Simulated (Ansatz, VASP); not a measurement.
Sb2Au: VASP beside Ansatz

File INCAR:

```
PREC = Accurate
ENCUT = 520
EDIFF = 1E-8
ISMEAR = -1
SIGMA = 0.08
LREAL = F
LASPH = T
NELM = 100
ALGO = Normal
ISIF = 2
LWAVE = F
LCHARG = F
GGA = CA
LEFG = T
NBANDS = 18
```

File KPOINTS:

```
regular mesh
0
Gamma
  9 9 9
```

Contents of POSCAR:

```
Sb2Au
1.0
    0.0000000000      3.3390565596      3.3390565596
    3.3390565596      0.0000000000      3.3390565596
    3.3390565596      3.3390565596      0.0000000000
Sb Au
2 1
Direct
    0.2500000000      0.2500000000      0.2500000000
    0.7500000000      0.7500000000      0.7500000000
    0.0000000000      0.0000000000      0.0000000000
```

Input for Ansatz:

```yaml
crystal:
  lattice:
    - [0.0, 3.3390565596, 3.3390565596]
    - [3.3390565596, 0.0, 3.3390565596]
    - [3.3390565596, 3.3390565596, 0.0]
  atoms:
    - { symbol: Sb, position: [0.25, 0.25, 0.25] }
    - { symbol: Sb, position: [0.75, 0.75, 0.75] }
    - { symbol: Au, position: [0.0, 0.0, 0.0] }
kpoints:
  mp_grid: { grid: [9, 9, 9] }
scf:
  occupations: { method: fermi_dirac, width: 0.08 }
hamiltonian:
  xc: lda
  pseudopotentials: { kind: all_electron, datasets: crystal }
output:
  forces: true
  stress: true
  eigenvalues: true
  efg: { contact_densities: true }
```

Change from the starting cell: volume scaled by 1.01, crystal datasets.

Alike in both runs: task electric field gradients; functional LDA; k mesh 9 × 9 × 9; occupations fermi-dirac, width 0.08 eV; no spin polarisation.

|  | VASP | Ansatz |
| --- | --- | --- |
| version | VASP 6.6.1 | Ansatz 0.2.0 |
| potentials or method | VASP PAW LDA potentials, release 64 (Sb, Au), cutoff 520 eV | all-electron PAW with datasets made for the crystal, scalar-relativistic |

```tsv
	VASP	Ansatz	Ansatz less VASP
pressure (GPa)	2.1	1.9	-0.17
```

LDA's correlation is that of Perdew and Zunger in VASP and of Perdew and Wang (1992) in Ansatz. Ansatz ran all-electron here, and VASP with PAW potentials.

Neither program's run includes spin-orbit coupling.
